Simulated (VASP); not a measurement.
Write the native input for VASP 6.6.1 that does the following.

- Task: single point
- Functional: LDA
- Potentials or basis: VASP PAW LDA potentials, release 64 (Sn_d, Se)
- Cutoff: 500 eV
- k mesh: 4 × 4 × 4
- Occupations: gaussian, width 0.01 eV
- Spin: no spin polarisation
- Dipole correction: no
- Further INCAR settings: ALGO = Normal; EDIFF = 1e-06; NBANDS = 17

The structure of SnSe lies in POSCAR:

```
SnSe
1.0
    0.0000000000      3.0100000000      3.0100000000
    3.0100000000      0.0000000000      3.0100000000
    3.0100000000      3.0100000000      0.0000000000
Sn Se
1 1
Direct
    0.0000000000      0.0000000000      0.0000000000
    0.5000000000      0.5000000000      0.5000000000
```

One way to write it, as run:

INCAR

```
SYSTEM = SnSe
PREC = Accurate
ENCUT = 500
EDIFF = 1E-6
ISMEAR = 0
SIGMA = 0.01
LREAL = .FALSE.
LASPH = .TRUE.
NELM = 120
ALGO = Normal
ISIF = 2
LWAVE = .FALSE.
LCHARG = .FALSE.
GGA = CA
NBANDS = 17
GGA_COMPAT = .FALSE.
```

KPOINTS

```
Automatic mesh
0
G
  4 4 4
  0 0 0
```

Potentials or basis: VASP PAW LDA potentials, release 64 (Sn_d, Se).

Run with:

```bash
$ cat potpaw_LDA.64/Sn_d/POTCAR potpaw_LDA.64/Se/POTCAR > POTCAR
$ mpirun -np 1 vasp_std > vasp.out
```

Results of the run:

| Property | Result |
| --- | --- |
| Pressure | -4.6 GPa |
| Band gap on the k mesh | 0.60 eV, direct |

Caveat: the k points lie up to 0.45 Å⁻¹ apart; spin-orbit coupling is left out, which moves the levels of the heavy elements.

Run time: 7.7 s on 1 thread of Intel(R) Xeon(R) Platinum 8259CL CPU @ 2.50GHz (Skylake/Cascade Lake), with other jobs on the host, peak memory 0.15 GiB.
